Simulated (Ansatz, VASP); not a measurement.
## MgSe5: VASP beside Ansatz

```
Mg Se
1.0
     0.00000    4.04763    4.04763
     4.04763    0.00000    4.04763
     4.04763    4.04763    0.00000
Mg Se
1 5
Direct
  0.00000 0.00000 0.00000
  0.25000 0.25000 0.25000
  0.62427 0.62427 0.62427
  0.12719 0.62427 0.62427
  0.62427 0.62427 0.12719
  0.62427 0.12719 0.62427
```

Change from the starting cell: species swapped into the ZrCu5 type (F-43m, No. 216).

Alike in both runs: functional PBE; k mesh 8 × 8 × 8; occupations gaussian, width 0.1 eV; no spin polarisation.

Ansatz relaxed the structure, and its values are those at the end. VASP's run is a single point on that final structure, the one shown.

```csv
,VASP,Ansatz
version,VASP 6.6.1,Ansatz 0.2.0
potentials or method,"VASP PAW PBE potentials, release 64 (Mg, Se), cutoff 520 eV","scalar-relativistic, plane waves, PAW"
valence electrons in the cell,32,90
```

Ansatz gave:

- gap on the k mesh at the Fermi level (eV): none
- pressure (GPa): 0.0
- rms of the force components (eV/Å): 0.004

Problem. What did VASP give for the same quantities?

Solution. gap on the k mesh at the Fermi level (eV): none; pressure (GPa): 0.0; rms of the force components (eV/Å): 0.005.

A gap of «none» marks a metal or a gap that the smearing closes. VASP's potentials hold 32 valence electrons a cell and Ansatz's 90, so a difference there can come from the potentials and not from the codes.
